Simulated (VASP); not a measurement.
# Ti12B (a cell with a defect) in VASP: a series of runs, part 2 of 2

VASP 6.6.1.

### 3 Single point, PBE

Input file INCAR:

```
SYSTEM = Ti12B
PREC = Accurate ; ENCUT = 520
EDIFF = 1E-6 ; ISMEAR = -1
SIGMA = 0.1 ; LREAL = .False.
LASPH = .True. ; NELM = 80
ALGO = Normal ; ISIF = 2
LWAVE = .False. ; LCHARG = .False.
GGA = PE ; NBANDS = 86
```

Input file KPOINTS:

```
regular mesh
0
Gamma
  4 3 5
  0 0 0
```

Input file POSCAR:

```
Ti12B
1.0
    5.9000000000      0.0000000000      0.0000000000
   -4.4250000000      7.6643250000      0.0000000000
    0.0000000000      0.0000000000      4.6846000000
Ti B
12 1
Direct
   -0.0271923883     -0.0067473652      0.0187108825
    0.1238826180      0.2014168241      0.5283693378
    0.0036559077      0.3482435831      0.0452410024
    0.2232909219      0.5374380653      0.5307454212
    0.1995137284      0.7270946887      0.0099570935
    0.1717871983      0.9117793152      0.5077434573
    0.5245658304      0.0358224632      0.0089279768
    0.6794099765      0.2376551099      0.5378514708
    0.4391266295      0.3052212687      0.0278734577
    0.7608326449      0.5649425096      0.4253808223
    0.6023813426      0.6511125246     -0.0526292533
    0.6221314854      0.8700483082      0.4988865645
   -0.1639163635      0.5041743402      0.8646136276
```

Potentials or basis: VASP PAW PBE potentials, release 64 (Ti_sv, B).

The run is started by

```bash
$ cat potpaw_PBE.64/Ti_sv/POTCAR potpaw_PBE.64/B/POTCAR > POTCAR
$ mpirun -np 1 vasp_std > vasp.out
```

OUTCAR:

```text
SYSTEM = Ti12B
   PREC = Accurate
   ENCUT = 520
   EDIFF = 1E-6
   ISMEAR = -1
   LREAL = .False.
   LASPH = .True.
   NELM = 80
   ISIF = 2
   GGA = PE

 ion  position               nearest neighbor table
   1  0.973  0.993  0.019-  11 2.73   9 2.76   2 2.80   6 2.83   7 2.85   2 2.87  12 2.88   6 2.91

   2  0.124  0.201  0.528-   6 2.72   4 2.73   1 2.80   8 2.80   9 2.84   9 2.84   3 2.87   1 2.87

   3  0.004  0.348  0.045-  13 2.23   4 2.74   9 2.78   7 2.80   8 2.84   4 2.85   2 2.87   8 2.90

   4  0.223  0.537  0.531-  12 2.70   2 2.73   3 2.74  11 2.75   5 2.85   3 2.85  10 2.90
   5  0.200  0.727  0.010-  13 2.17   7 2.43  11 2.79   4 2.85   6 2.90   6 2.92
   6  0.172  0.912  0.508-   2 2.72   1 2.83  10 2.83  12 2.86   5 2.90   1 2.91   5 2.92
   7  0.525  0.036  0.009-   5 2.43   9 2.67   8 2.70   3 2.80   1 2.85
   8  0.679  0.238  0.538-   7 2.70  10 2.74   2 2.80   3 2.84   3 2.90   9 2.91
   9  0.439  0.305  0.028-  13 2.25   7 2.67  11 2.74   1 2.76   3 2.78  10 2.83   2 2.84   2 2.84
                             8 2.91
  10  0.761  0.565  0.425-  13 2.23  11 2.68   8 2.74   9 2.83   6 2.83  11 2.85   4 2.90
  11  0.602  0.651  0.947-  13 2.35  10 2.68   1 2.73   9 2.74   4 2.75   5 2.79  12 2.82  10 2.85

  12  0.622  0.870  0.499-   4 2.70  11 2.82   6 2.86   1 2.88
  13  0.836  0.504  0.865-   5 2.17  10 2.23   3 2.23   9 2.25  11 2.35

  LATTYP: Found a simple monoclinic cell.
 ALAT       =     5.9000000000
 B/A-ratio  =     0.7940000000
 C/A-ratio  =     1.3228756849
 COS(beta)  =    -0.1889822323

  Lattice vectors:

 A1 = (   5.9000000000,   0.0000000000,   0.0000000000)
 A2 = (   0.0000000000,   0.0000000000,   4.6846000000)
 A3 = (  -1.4750000000,  -7.6643250000,   0.0000000000)

Analysis of symmetry for initial positions (statically):
=====================================================================
 Subroutine PRICEL returns:
 Original cell was already a primitive cell.

 Routine SETGRP: Setting up the symmetry group for a
 simple monoclinic supercell.

[... 173 lines left out ...]
  volume of cell :      211.84
 maximum number of plane-waves:      5724
 NGX is ok and might be reduce to    48
   NGX = 21   NGY = 33   NGZ = 17

 number of electron     147.0000003 magnetization

 Free energy of the ion-electron system (eV)
  ---------------------------------------------------
  ext. energy  EPLUGINS =         0.00000000
  ---------------------------------------------------
  free energy    TOTEN  =      -100.78625010 eV

  energy without entropy =     -100.23377493  energy(sigma->0) =     -100.51001252

 E-fermi :   8.2390     XC(G=0): -11.5806

 val. band max:        8.2386594778   @ k =   0.2500  -0.3333   0.2000
 cond. band min:       8.2406920620   @ k =   0.5000   0.3333   0.0000
 fundamental gap:      0.0020325842
 Fermi energy:         8.2390304384

 k-point     1 :       0.0000    0.0000    0.0000
  band No.  band energies     occupation
      1     -48.4678      2.00000
      2     -48.4018      2.00000
      3     -48.3712      2.00000
      4     -48.3481      2.00000
      5     -48.3388      2.00000
      6     -48.2748      2.00000
[... 2101 lines left out ...]
     84       9.3451      0.00003
     85       9.4149      0.00002

 [... further k-points ...]

 [bands above 85 left out]

------------------------ aborting loop because EDIFF is reached ----------------------------------------

  FORCE on cell =-STRESS in cart. coord.  units (eV):
  Direction    XX          YY          ZZ          XY          YZ          ZX
  --------------------------------------------------------------------------------------
  -------------------------------------------------------------------------------------
  Total       -1.1216796      6.6051450     -0.3001656      0.2502798     -2.3018063      3.6157362
  in kB       -8.4836153     49.9567869     -2.2702465      1.8929449    -17.4092842     27.3469490
  external PRESSURE =      13.0676417 kB  Pullay stress =       0.0000000 kB

 VOLUME and BASIS-vectors are now :
 -----------------------------------------------------------------------------
  energy-cutoff  :      520.00
  volume of cell :      211.84
      direct lattice vectors                 reciprocal lattice vectors
     5.900000000  0.000000000  0.000000000     0.169491525  0.097855976  0.000000000
    -4.425000000  7.664325000  0.000000000     0.000000000  0.130474634  0.000000000
     0.000000000  0.000000000  4.684600000     0.000000000  0.000000000  0.213465397

 POSITION                                       TOTAL-FORCE (eV/Angst)
 -----------------------------------------------------------------------------------
      1.34442      7.61261      0.08765         0.005496      0.014029      0.065143
     -0.16036      1.54372      2.47520         0.018916     -0.001638      0.091053
     -1.51941      2.66905      0.21194         0.017553      0.022266      0.139777
     -1.06075      4.11910      2.48633        -0.093654     -0.012339      0.101679
     -2.04026      5.57269      0.04665        -0.016133     -0.035933      0.043718
     -3.02108      6.98817      2.37858         0.002892     -0.022931      0.033200
      2.93642      0.27456      0.04182         0.014797      0.015963      0.037363
      2.95690      1.82147      2.51962         0.015567      0.027741      0.118394
      1.24024      2.33932      0.13058         0.046354      0.019115      0.092980
      1.98904      4.32990      1.99274        -0.080878     -0.007566     -0.208349
      0.67288      4.99034      4.43805         0.007342     -0.003288     -0.141953
     -0.17939      6.66833      2.33708        -0.010736      0.010305      0.007496
      2.70192      3.86416      4.05037         0.072485     -0.025724     -0.380502
 -----------------------------------------------------------------------------------
    total drift:                                0.000324      0.000283      0.000016

  FREE ENERGIE OF THE ION-ELECTRON SYSTEM (eV)
  ---------------------------------------------------
  free  energy   TOTEN  =      -100.7862500995 eV

  energy  without entropy=     -100.2337749313  energy(sigma->0) =     -100.51001252
```

OSZICAR:

```text
N       E                     dE             d eps       ncg     rms          rms(c)
DAV:   1     0.219819593457E+04    0.21982E+04   -0.71505E+04  5332   0.213E+03
DAV:   2     0.216371584917E+03   -0.19818E+04   -0.19502E+04  5332   0.683E+02
DAV:   3    -0.645942510813E+02   -0.28097E+03   -0.27049E+03  8178   0.218E+02
[... 13 lines left out ...]
DAV:  17    -0.100786319381E+03   -0.14746E-03   -0.13816E-03  7184   0.295E-01    0.881E-02
DAV:  18    -0.100786242401E+03    0.76981E-04   -0.70851E-04  6800   0.217E-01    0.262E-02
DAV:  19    -0.100786250495E+03   -0.80941E-05   -0.16664E-04  7992   0.911E-02    0.208E-02
DAV:  20    -0.100786249629E+03    0.86594E-06   -0.54053E-05  6928   0.589E-02    0.927E-03
DAV:  21    -0.100786250482E+03   -0.85291E-06   -0.12166E-05  6808   0.280E-02    0.821E-03
DAV:  22    -0.100786250100E+03    0.38211E-06   -0.47549E-06  4880   0.201E-02
   1 F= -.10078625E+03 E0= -.10051001E+03  d E =-.552475E+00
```

stdout:

```text
POSCAR found type information on POSCAR TiB
 POSCAR found :  2 types and      13 ions
 scaLAPACK will be used
 LDA part: xc-table for (Slater+PW92), standard interpolation
 POSCAR, INCAR and KPOINTS ok, starting setup
 FFT: planning ... GRIDC
 FFT: planning ... GRID_SOFT
 FFT: planning ... GRID
 WAVECAR not read
 entering main loop
```

Wall time 22 min (1 thread of Oxide Virtual Turin-like, shared host); peak memory 0.55 GiB.

What came out:

- Free energy: -100.7863 eV
- Pressure: 1.3 GPa
- Largest force: 0.388 eV/Å
- Band gap on the k mesh: zero (an odd number of electrons rules out a gap without spin polarisation)

Forces on the atoms (eV/Å):
```
Ti   0.005  0.014  0.065
Ti   0.019 -0.002  0.091
Ti   0.018  0.022  0.140
Ti  -0.094 -0.012  0.102
Ti  -0.016 -0.036  0.044
Ti   0.003 -0.023  0.033
Ti   0.015  0.016  0.037
Ti   0.016  0.028  0.118
Ti   0.046  0.019  0.093
Ti  -0.081 -0.008 -0.208
Ti   0.007 -0.003 -0.142
Ti  -0.011  0.010  0.007
B    0.072 -0.026 -0.381
```

Stress tensor (GPa, compression positive):
```
-0.85  0.19  2.73
 0.19  5.00 -1.74
 2.73 -1.74 -0.23
```

Levels at points of the mesh, in eV from the Fermi level:
| k point | band 71 | band 72 | band 73 | band 74 | band 75 | band 76 |
| --- | --- | --- | --- | --- | --- | --- |
| (0.00, 0.00, 0.00) | -0.25 | -0.19 | 0.01 | 0.11 | 0.21 | 0.34 |
| (0.50, 0.00, 0.00) | -0.51 | -0.44 | -0.26 | -0.22 | 0.07 | 0.23 |

### 4 Single point, PBE

Input file INCAR:

```
PREC     = Accurate       # precision mode
ENCUT    = 520            # plane-wave cutoff, eV
EDIFF    = 1E-6           # SCF threshold, eV
ISMEAR   = -1             # smearing method
SIGMA    = 0.1            # smearing width, eV
LREAL    = False          # projectors in reciprocal space
LASPH    = True           # aspherical terms in the spheres
NELM     = 60             # most SCF steps
ALGO     = Normal         # electronic algorithm
ISIF     = 2              # what is computed and relaxed
LWAVE    = False          # write WAVECAR
LCHARG   = True           # write CHGCAR
GGA      = PE             # functional
LELF     = True           # ELF
LVHAR    = True         
NBANDS   = 86             # bands
```

Input file KPOINTS:

```
regular mesh
0
Gamma
  4 3 5
```

Input file POSCAR:

```
Ti12B
1.0
    5.9000000000      0.0000000000      0.0000000000
   -4.4250000000      7.6643250000      0.0000000000
    0.0000000000      0.0000000000      4.6846000000
Ti B
12 1
Direct
   -0.0272934052     -0.0068764046     -0.0205244845
    0.1237846328      0.2012884370      0.4698211160
    0.0035622562      0.3481245902     -0.0470616488
    0.2231463963      0.5373061555      0.4674335055
    0.1993935815      0.7269591256     -0.0117553260
    0.1716797562      0.9116428387      0.4904420868
    0.5244575498      0.0356902924     -0.0107330402
    0.6793173069      0.2375315504      0.4603342868
    0.4390427472      0.3050974482     -0.0296576015
    0.7606866585      0.5648095560      0.5728877599
    0.6022685643      0.6509811366      0.0508824660
    0.6220241065      0.8699200517      0.4993145626
   -0.1640035958      0.5040399513      1.1336938052
```

The run is started by

```bash
$ cat potpaw_PBE.64/Ti_sv/POTCAR potpaw_PBE.64/B/POTCAR > POTCAR
$ mpirun -np 1 vasp_std > vasp.out
```

Wall time 36 min (1 thread of Oxide Virtual Turin-like, shared host); peak memory 0.55 GiB.

Results (log left out):

```yaml
Free_energy: -100.7866 eV
Pressure: 1.3 GPa
Largest_force: 0.388 eV/Å
Band_gap_on_the_k_mesh: zero (an odd number of electrons rules out a gap without spin polarisation)
```

Forces in eV/Å, atoms in the order of the input:
```
Ti   0.005  0.014 -0.065
Ti   0.019 -0.002 -0.091
Ti   0.017  0.022 -0.139
Ti  -0.093 -0.012 -0.101
Ti  -0.016 -0.036 -0.044
Ti   0.003 -0.023 -0.033
Ti   0.015  0.016 -0.037
Ti   0.016  0.028 -0.118
Ti   0.046  0.019 -0.093
Ti  -0.081 -0.007  0.208
Ti   0.007 -0.003  0.142
Ti  -0.011  0.010 -0.008
B    0.073 -0.026  0.380
```

Stress tensor (GPa, compression positive):
```
-0.85  0.19 -2.74
 0.19  4.99  1.74
-2.74  1.74 -0.22
```

Levels at points of the mesh, in eV from the Fermi level:
```tsv
k point	band 71	band 72	band 73	band 74	band 75	band 76
(0.00, 0.00, 0.00)	-0.25	-0.19	0.01	0.11	0.21	0.34
(0.50, 0.00, 0.00)	-0.51	-0.44	-0.26	-0.22	0.07	0.23
```

### 5 Summary

| cell | gap on the mesh (eV) | pressure (GPa) | largest force (eV/Å) |
| --- | --- | --- | --- |
| as given, atomic positions A | none | 2.4 | 0.10 |
| as given, atomic positions B | none | 1.3 | 0.39 |
| as given, atomic positions C | none | 1.3 | 0.39 |

Alike in all rows: task single point; level PBE; potentials or basis VASP PAW PBE potentials, release 64 (Ti_sv, B); no spin polarisation; k mesh 4 × 3 × 5; cutoff (eV) 520; smearing fermi-dirac 0.1 eV.

Total energies depend on the potentials used, so only differences within one code and one set of settings carry meaning.
